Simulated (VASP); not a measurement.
# LaIn2Si2: single point with r2SCAN

Crystal: LaIn2Si2.

```xyz
5
Lattice="0.0000 4.4755 0.0000 4.4755 0.0000 0.0000 2.2377 2.2377 -5.6138" Properties=species:S:1:pos:R:3 pbc="T T T"
La    0.0000    0.0000    0.0000
Si    2.2377    2.2377   -1.3473
Si    4.4755    4.4755   -4.2665
In    2.2377    4.4755   -2.8069
In    4.4755    2.2377   -2.8069
```

```
Program                : VASP 6.6.1
Task                   : single point
Functional             : r2SCAN
Potentials or basis    : VASP PAW PBE potentials, release 64 (La, Si, In_d)
Cutoff                 : 520 eV
k mesh                 : 8 × 8 × 8
Occupations            : fermi-dirac, width 0.1 eV
Spin                   : no spin polarisation
Dipole correction      : no
Further INCAR settings : ALGO = Normal; EDIFF = 1e-07; NBANDS = 30
```

```json
{"Pressure": "4.4 GPa", "Largest force": "1.569 eV/Å"}
```

Forces on the atoms (eV/Å):
```
La   0.000  0.000  0.000
Si   0.000  0.000  1.569
Si   0.000  0.000 -1.569
In   0.000  0.000  0.000
In   0.000  0.000  0.000
```

Stress tensor (GPa, compression positive):
```
5.12 0.00 0.00
0.00 5.12 0.00
0.00 0.00 2.93
```

Levels at points of the mesh, in eV from the Fermi level:
| k point | band 19 | band 20 | band 21 | band 22 | band 23 | band 24 | band 25 | band 26 | band 27 | band 28 |
| --- | --- | --- | --- | --- | --- | --- | --- | --- | --- | --- |
| (0.00, 0.00, 0.00) | -4.03 | -2.51 | -1.64 | -1.37 | -1.37 | 0.33 | 1.65 | 1.67 | 1.67 | 1.67 |
| (0.50, 0.00, 0.00) | -3.09 | -2.43 | -1.82 | -1.43 | -0.58 | 0.04 | 0.22 | 1.55 | 1.56 | 1.67 |
| (0.50, 0.50, 0.00) | -5.02 | -3.77 | -3.66 | -0.97 | 0.73 | 0.82 | 1.53 | 1.72 | 1.72 | 1.74 |
| (0.00, 0.00, 0.50) | -3.27 | -2.51 | -1.23 | -1.05 | -0.62 | -0.62 | 0.66 | 1.16 | 1.16 | 1.64 |

It took 50 min on 1 thread of Intel(R) Xeon(R) Platinum 8259CL CPU @ 2.50GHz (Skylake/Cascade Lake) (shared host), peak memory 0.42 GiB.

Caveat: the PAW data sets were made with another functional, which shifts forces and pressure a little; spin-orbit coupling is left out, which moves the levels of the heavy elements.
